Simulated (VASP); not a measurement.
# Pt (P6/mmm) in VASP: a series of runs

The runs below take Pt through single point, with LDA.

Everything below comes from runs of VASP 6.6.1. Logs are shortened: lines on timing, memory, paths and dates and some standing lists are left out, and cuts for length are marked.

## (1) The cell of the first run

It takes space group P6/mmm (No. 191, hexagonal). The conventional cell has a = 4.446 Å, b = 4.446 Å, c = 2.649 Å, α = 90.00°, β = 90.00°, γ = 120.00°. Within 3.5 Å of Pt (site symmetry 6/mmm) lie 14 Pt at 2.65 to 2.89 Å. Pt (site symmetry -6m2) has 11 Pt at 2.57 to 2.89 Å within 3.4 Å.

## (2) Single point, LDA

Contents of INCAR:

```
SYSTEM = Pt
ALGO     = Normal         ! electronic algorithm
EDIFF    = 1E-7           ! SCF threshold, eV
ENCUT    = 520            ! plane-wave cutoff, eV
ISIF     = 2              ! what is computed and relaxed
ISMEAR   = -1             ! smearing method
LASPH    = .TRUE.         ! aspherical terms in the spheres
LCHARG   = .TRUE.         ! write CHGCAR
LELF     = .TRUE.         ! ELF
LREAL    = .FALSE.        ! projectors in reciprocal space
LVHAR    = .TRUE.       
LWAVE    = .FALSE.        ! write WAVECAR
NBANDS   = 22             ! bands
NELM     = 80             ! most SCF steps
PREC     = Accurate       ! precision mode
SIGMA    = 0.1            ! smearing width, eV
```

Contents of KPOINTS:

```
k-points
0
G
  8 8 12
  0 0 0
```

Contents of POSCAR:

```
Pt
1.0
    4.4458448396      0.0000000000      0.0000000000
   -2.2229224198      3.8502145723      0.0000000000
    0.0000000000      0.0000000000      2.6487895863
Pt
3
Direct
    1.0000000000      1.0000000000      1.0000000000
    0.3333333333      0.6666666667      0.5000000000
    0.6666666667      0.3333333333      0.5000000000
```

Potentials or basis: VASP PAW LDA potentials, release 64 (Pt).

The run is started by

```console
$ cat potpaw_LDA.64/Pt/POTCAR > POTCAR
$ mpirun -np 1 vasp_std > vasp.out
```

OUTCAR:

```text
SYSTEM = Pt
   EDIFF = 1E-7
   ENCUT = 520
   ISIF = 2
   ISMEAR = -1
   LASPH = .TRUE.
   LREAL = .FALSE.
   NELM = 80
   PREC = Accurate

 ion  position               nearest neighbor table
   1  0.000  0.000  0.000-   2 2.89   3 2.89   2 2.89   3 2.89   2 2.89   2 2.89   3 2.89   3 2.89
                             3 2.89   3 2.89   2 2.89   2 2.89
   2  0.333  0.667  0.500-   3 2.57   3 2.57   3 2.57   1 2.89   1 2.89   1 2.89   1 2.89   1 2.89
                             1 2.89
   3  0.667  0.333  0.500-   2 2.57   2 2.57   2 2.57   1 2.89   1 2.89   1 2.89   1 2.89   1 2.89
                             1 2.89

  LATTYP: Found a hexagonal cell.
 ALAT       =     4.4458448396
 C/A-ratio  =     0.5957899301

  Lattice vectors:

 A1 = (   4.4458448396,   0.0000000000,   0.0000000000)
 A2 = (  -2.2229224198,   3.8502145723,   0.0000000000)
 A3 = (   0.0000000000,   0.0000000000,   2.6487895863)

Analysis of symmetry for initial positions (statically):
=====================================================================
 Subroutine PRICEL returns:
 Original cell was already a primitive cell.

 Routine SETGRP: Setting up the symmetry group for a
 hexagonal supercell.

 Subroutine GETGRP returns: Found 24 space group operations
 (whereof 24 operations were pure point group operations)
 out of a pool of 24 trial point group operations.

The static configuration has the point symmetry D_6h.

Analysis of symmetry for dynamics (positions and initial velocities):
=====================================================================
 Subroutine PRICEL returns:
 Original cell was already a primitive cell.

 Routine SETGRP: Setting up the symmetry group for a
 hexagonal supercell.

 Subroutine GETGRP returns: Found 24 space group operations
 (whereof 24 operations were pure point group operations)
 out of a pool of 24 trial point group operations.

The dynamic configuration has the point symmetry D_6h.

 Subroutine INISYM returns: Found 24 space group operations
 (whereof 24 operations are pure point group operations),
 and found     1 'primitive' translations

----------------------------------------------------------------------------------------

                                     Primitive cell

  volume of cell :      45.3405

  direct lattice vectors                    reciprocal lattice vectors
     4.445844840  0.000000000  0.000000000     0.224929127  0.129862892  0.000000000
    -2.222922420  3.850214572  0.000000000     0.000000000  0.259725784  0.000000000
     0.000000000  0.000000000  2.648789586     0.000000000  0.000000000  0.377530932

  length of vectors
     4.445844840  4.445844840  2.648789586     0.259725784  0.259725784  0.377530932

  position of ions in fractional coordinates (direct lattice)
     0.000000000  0.000000000  0.000000000
     0.333333333  0.666666667  0.500000000
     0.666666667  0.333333333  0.500000000

  ion indices of the primitive-cell ions
   primitive index   ion index
                 1           1
                 2           2
                 3           3

----------------------------------------------------------------------------------------

 KPOINTS: k-points

Automatic generation of k-mesh.
 Grid dimensions read from file:
 generate k-points for:    8    8   12

 Generating k-lattice:

  Cartesian coordinates                     Fractional coordinates (reciprocal lattice)
     0.028116141  0.016232862  0.000000000     0.125000000  0.000000000  0.000000000
     0.000000000  0.032465723  0.000000000     0.000000000  0.125000000  0.000000000
     0.000000000  0.000000000  0.031460911     0.000000000  0.000000000  0.083333333

  Length of vectors
     0.032465723  0.032465723  0.031460911

  Shift w.r.t. Gamma in fractional coordinates (k-lattice)
     0.000000000  0.000000000  0.000000000

 Subroutine IBZKPT returns following result:
 ===========================================

 Found     70 irreducible k-points:

 Following reciprocal coordinates:
            Coordinates               Weight
  0.000000  0.000000  0.000000      1.000000
  0.125000  0.000000  0.000000      6.000000
  0.250000  0.000000  0.000000      6.000000
  0.375000 -0.000000  0.000000      6.000000
  0.500000  0.000000  0.000000      3.000000
  0.125000  0.125000  0.000000      6.000000
[... 16 lines left out ...]
  0.250000  0.000000  0.166667     12.000000
  0.375000 -0.000000  0.166667     12.000000
 [... further k-points ...]
   k-points           NKPTS =     70   k-points in BZ     NKDIM =     70   number of bands    NBANDS=     22
   number of dos      NEDOS =    301   number of ions     NIONS =      3
   total plane-waves  NPLWV =  25920
   dimension x,y,z NGX =    36 NGY =   36 NGZ =   20
   dimension x,y,z NGXF=    72 NGYF=   72 NGZF=   40
   ions per type =               3
   NGX,Y,Z   is equivalent  to a cutoff of  13.46, 13.46, 12.55 a.u.
   NGXF,Y,Z  is equivalent  to a cutoff of  26.92, 26.92, 25.11 a.u.
 SYSTEM =  Pt
   PREC   = accura    normal or accurate (medium, high low for compatibility)
   ISTART =      0    job   : 0-new  1-cont  2-samecut
   ICHARG =      2    charge: 1-file 2-atom 10-const
   ISPIN  =      1    spin polarized calculation?
   LNONCOLLINEAR =      F non collinear calculations
   LSORBIT =      F    spin-orbit coupling
   LASPH  =      T    aspherical Exc in radial PAW
   ENCUT  =  520.0 eV  38.22 Ry    6.18 a.u.   8.27  8.27  4.92*2*pi/ulx,y,z
   NELM   =     80;   NELMIN=  2; NELMDL= -5     # of ELM steps
   EDIFF  = 0.1E-06   stopping-criterion for ELM
   LREAL  =      F    real-space projection
   EDIFFG = 0.1E-05   stopping-criterion for IOM
   NSW    =      0    number of steps for IOM
   IBRION =     -1    ionic relax: 0-MD 1-quasi-New 2-CG
   NFREE  =      0    steps in history (QN), initial steepest desc. (CG)
   ISIF   =      2    stress and relaxation
   ISYM   =      2    0-nonsym 1-usesym 2-fastsym
   POTIM  = 0.5000    time-step for ionic-motion
   TEBEG  =    0.0;   TEEND  =   0.0 temperature during run
   PSTRESS=    0.0 pullay stress
   NELECT =      30.0000    total number of electrons
   NUPDOWN=      -1.0000    fix difference up-down
   EMIN   =  10.00;   EMAX   =-10.00  energy-range for DOS
   EFERMI =   0.00;   METHOD = LEGACY
   ISMEAR =    -1;   SIGMA  =   0.10  broadening in eV -4-tet -1-fermi 0-gaus
   EFERMI_NEDOS =   21; number of points for ismear=-14 and -15
   IALGO  =     38    algorithm
   IMIX   =      4    mixing-type and parameters
     AMIX     =   0.40;   BMIX     =  1.00
     AMIX_MAG =   1.60;   BMIX_MAG =  1.00
  volume/ion in A,a.u.               =      15.11       101.99
  Fermi-wavevector in a.u.,A,eV,Ry     =   1.426548  2.695785 27.688384  2.035039
  Thomas-Fermi vector in A             =   2.546813
   LORBIT       =      0    0 simple, 1 ext, 2 COOP (PROOUT), +10 PAW based schemes
   GGA     = CA    functional components
   LHFCALC =     F    Hartree Fock is set to
   AEXX    =    0.0000 exact exchange contribution
   IVDW    =     0    specifies the selected vdW correction
   LEPSILON=     F    determine dielectric tensor
   LRPA    =     F    only Hartree local field effects (RPA)
 non-spin polarized calculation
  energy-cutoff  :      520.00
  volume of cell :       45.34
 maximum number of plane-waves:      1239
 NGX is ok and might be reduce to    36
   NGX = 17   NGY = 17   NGZ =  9

 number of electron      30.0000002 magnetization

 Free energy of the ion-electron system (eV)
  ---------------------------------------------------
  ext. energy  EPLUGINS =         0.00000000
  ---------------------------------------------------
  free energy    TOTEN  =       -22.10404612 eV

  energy without entropy =      -21.95069895  energy(sigma->0) =      -22.02737254

 E-fermi :  11.0431     XC(G=0): -13.6612

 val. band max:       11.0415138336   @ k =   0.3750   0.2500   0.2500
 cond. band min:      11.0450425924   @ k =   0.0000   0.0000   0.1667
 fundamental gap:      0.0035287588
 Fermi energy:        11.0431497376

 k-point     1 :       0.0000    0.0000    0.0000
  band No.  band energies     occupation
      1       0.8825      2.00000
      2       4.2284      2.00000
      3       5.8957      2.00000
      4       6.6475      2.00000
      5       6.6475      2.00000
      6       6.6646      2.00000
[... 14 lines left out ...]
     21      18.6080      0.00000
     22      18.6080      0.00000

 k-point     2 :       0.1250    0.0000    0.0000
  band No.  band energies     occupation
      1       1.1008      2.00000
      2       4.2826      2.00000
      3       5.5720      2.00000
      4       5.9405      2.00000
      5       6.1652      2.00000
      6       6.6136      2.00000
[... 14 lines left out ...]
     21      20.6380      0.00000
     22      20.8395      0.00000

 k-point     3 :       0.2500    0.0000    0.0000
  band No.  band energies     occupation
      1       1.7238      2.00000
      2       4.3045      2.00000
      3       4.9130      2.00000
      4       5.5006      2.00000
      5       5.9208      2.00000
      6       6.4304      2.00000
[... 14 lines left out ...]
     21      22.6481      0.00000
     22      22.8951      0.00000

 k-point     4 :       0.3750   -0.0000    0.0000
  band No.  band energies     occupation
      1       2.6425      2.00000
      2       3.9463      2.00000
      3       4.5516      2.00000
      4       5.3273      2.00000
      5       5.8710      2.00000
      6       6.0836      2.00000
[... 14 lines left out ...]
     21      24.3065      0.00000
     22      24.3447      0.00000

 k-point     5 :       0.5000    0.0000    0.0000
  band No.  band energies     occupation
      1       3.4871      2.00000
      2       3.7567      2.00000
      3       3.9083      2.00000
      4       5.6309      2.00000
      5       5.6755      2.00000
      6       5.8904      2.00000
[... 417 lines left out ...]
 k-point    22 :       0.1250    0.0000    0.1667
  band No.  band energies     occupation
      1       1.8580      2.00000
      2       5.1417      2.00000
      3       5.6209      2.00000
      4       5.8729      2.00000
      5       6.2222      2.00000
      6       6.5754      2.00000
[... 14 lines left out ...]
     21      21.2190      0.00000
     22      21.3242      0.00000

 k-point    23 :       0.2500    0.0000    0.1667
  band No.  band energies     occupation
      1       2.4434      2.00000
      2       4.9575      2.00000
      3       5.3931      2.00000
      4       5.7664      2.00000
      5       5.8561      2.00000
      6       6.8938      2.00000
[... 14 lines left out ...]
     21      22.9713      0.00000
     22      23.1644      0.00000

 k-point    24 :       0.3750   -0.0000    0.1667
  band No.  band energies     occupation
      1       3.3150      2.00000
      2       4.4837      2.00000
      3       5.2312      2.00000
      4       5.7364      2.00000
      5       5.7926      2.00000
      6       6.6776      2.00000
[... 14 lines left out ...]
     21      24.5118      0.00000
     22      24.9526      0.00000

 [... further k-points ...]

------------------------ aborting loop because EDIFF is reached ----------------------------------------

  FORCE on cell =-STRESS in cart. coord.  units (eV):
  Direction    XX          YY          ZZ          XY          YZ          ZX
  --------------------------------------------------------------------------------------
  -------------------------------------------------------------------------------------
  Total        0.1863274      0.1863274      0.1860494      0.0000000      0.0000000      0.0000000
  in kB        6.5841652      6.5841652      6.5743395      0.0000000      0.0000000      0.0000000
  external PRESSURE =       6.5808900 kB  Pullay stress =       0.0000000 kB

 VOLUME and BASIS-vectors are now :
 -----------------------------------------------------------------------------
  energy-cutoff  :      520.00
  volume of cell :       45.34
      direct lattice vectors                 reciprocal lattice vectors
     4.445844840  0.000000000  0.000000000     0.224929127  0.129862892  0.000000000
    -2.222922420  3.850214572  0.000000000     0.000000000  0.259725784  0.000000000
     0.000000000  0.000000000  2.648789586     0.000000000  0.000000000  0.377530932

 POSITION                                       TOTAL-FORCE (eV/Angst)
 -----------------------------------------------------------------------------------
      0.00000      0.00000      0.00000        -0.000000      0.000000      0.000000
     -0.00000      2.56681      1.32439         0.000000     -0.000000     -0.000000
      2.22292      1.28340      1.32439        -0.000000      0.000000      0.000000
 -----------------------------------------------------------------------------------
    total drift:                                0.000000      0.000000     -0.000000

  FREE ENERGIE OF THE ION-ELECTRON SYSTEM (eV)
  ---------------------------------------------------
  free  energy   TOTEN  =       -22.1040461212 eV

  energy  without entropy=      -21.9506989550  energy(sigma->0) =      -22.02737254
```

It took 44 s on 1 thread of AMD EPYC 7R13 (Zen 3), shared host; peak memory 0.15 GiB.

What came out:

| Item | Value |
| --- | --- |
| Free energy | -22.1040 eV |
| Pressure | 0.7 GPa |
| Band gap on the k mesh | zero (band 15 reaches 12.27 eV, above the bottom of band 16 at 10.77 eV) |

Levels at points of the mesh, in eV from the Fermi level:
```
           k point  band 12  band 13  band 14  band 15  band 16  band 17  band 18  band 19
(0.00, 0.00, 0.00)    -2.08    -1.97    -1.97     0.38     0.38     5.15     6.13     7.52
(0.50, 0.00, 0.00)    -1.02    -0.36    -0.34    -0.31    -0.27    -0.17     0.40     6.19
(0.00, 0.00, 0.50)    -0.58    -0.17    -0.17     1.23     2.46     2.88     7.94     8.70
(0.50, 0.00, 0.50)    -1.01    -0.46     0.13     0.76     1.96     2.88     5.80     5.86
```

Caveat: spin-orbit coupling is left out, which moves the levels of the heavy elements.

## (3) Single point, LDA (volume scaled by 0.88)

Contents of INCAR:

```
SYSTEM = Pt
PREC = Accurate
ENCUT = 520
EDIFF = 1E-6
ISMEAR = -1
SIGMA = 0.1
LREAL = .False.
LASPH = .True.
NELM = 100
ALGO = Normal
ISIF = 2
LWAVE = .False.
LCHARG = .False.
GGA = CA
NBANDS = 22
```

Contents of KPOINTS:

```
regular mesh
0
Gamma
  9 9 13
  0 0 0
```

Contents of POSCAR:

```
Pt
1.0
    4.2603818491      0.0000000000      0.0000000000
   -2.1301909246      3.6895989112      0.0000000000
    0.0000000000      0.0000000000      2.5382926042
Pt
3
Direct
    1.0000000000      1.0000000000      1.0000000000
    0.3333333333      0.6666666667      0.5000000000
    0.6666666667      0.3333333333      0.5000000000
```

Potentials or basis: VASP PAW LDA potentials, release 64 (Pt).

The run is started by

```console
$ cat potpaw_LDA.64/Pt/POTCAR > POTCAR
$ mpirun -np 1 vasp_std > vasp.out
```

Wall time 35 s (1 thread of AMD EPYC 7R13 (Zen 3), shared host); peak memory 0.15 GiB.

The run converged. Its results:

| Item | Value |
| --- | --- |
| Free energy | -21.2735 eV |
| Pressure | 53.3 GPa |
| Band gap on the k mesh | zero (band 15 reaches 15.07 eV, above the bottom of band 16 at 13.37 eV) |

Stress tensor (GPa, compression positive):
```
52.71  0.00  0.00
 0.00 52.71  0.00
 0.00  0.00 54.42
```

Levels at points of the mesh, in eV from the Fermi level:
```csv
k point,band 11,band 12,band 13,band 14,band 15,band 16,band 17,band 18,band 19,band 20
"(0.00, 0.00, 0.00)",-2.58,-2.58,-2.46,-2.46,0.51,0.51,5.86,6.91,8.30,8.30
```

Caveat: spin-orbit coupling is left out, which moves the levels of the heavy elements.

## (4) Single point, LDA (volume scaled by 0.92)

Contents of INCAR:

```
PREC = Accurate ; ENCUT = 520
EDIFF = 1E-6 ; ISMEAR = -1
SIGMA = 0.1 ; LREAL = False
LASPH = True ; NELM = 100
ALGO = Normal ; ISIF = 2
LWAVE = False ; LCHARG = False
NBANDS = 22
```

Contents of KPOINTS:

```
Automatic mesh
0
Gamma
  9 9 13
```

Contents of POSCAR:

```
Pt
1.0
    4.3239790141      0.0000000000      0.0000000000
   -2.1619895070      3.7446756716      0.0000000000
    0.0000000000      0.0000000000      2.5761831546
Pt
3
Direct
    1.0000000000      1.0000000000      1.0000000000
    0.3333333333      0.6666666667      0.5000000000
    0.6666666667      0.3333333333      0.5000000000
```

The run is started by

```console
$ cat potpaw_LDA.64/Pt/POTCAR > POTCAR
$ mpirun -np 1 vasp_std > vasp.out
```

Run time: 38 s. Hardware: 1 thread of AMD EPYC 7R13 (Zen 3), shared host; peak memory 0.15 GiB.

The run converged. Its results:

```yaml
Free_energy: -21.7487 eV
Pressure: 31.3 GPa
Band_gap_on_the_k_mesh: zero (band 15 reaches 14.00 eV, above the bottom of band 16 at 12.42 eV)
```

Stress tensor (GPa, compression positive):
```
30.75  0.00  0.00
 0.00 30.75  0.00
 0.00  0.00 32.31
```

Levels at points of the mesh, in eV from the Fermi level:
```
           k point  band 12  band 13  band 14  band 15  band 16  band 17  band 18  band 19
(0.00, 0.00, 0.00)    -2.39    -2.28    -2.28     0.47     0.47     5.60     6.64     8.02
```

Caveat: spin-orbit coupling is left out, which moves the levels of the heavy elements.

(Continued in part 2 of 2.)
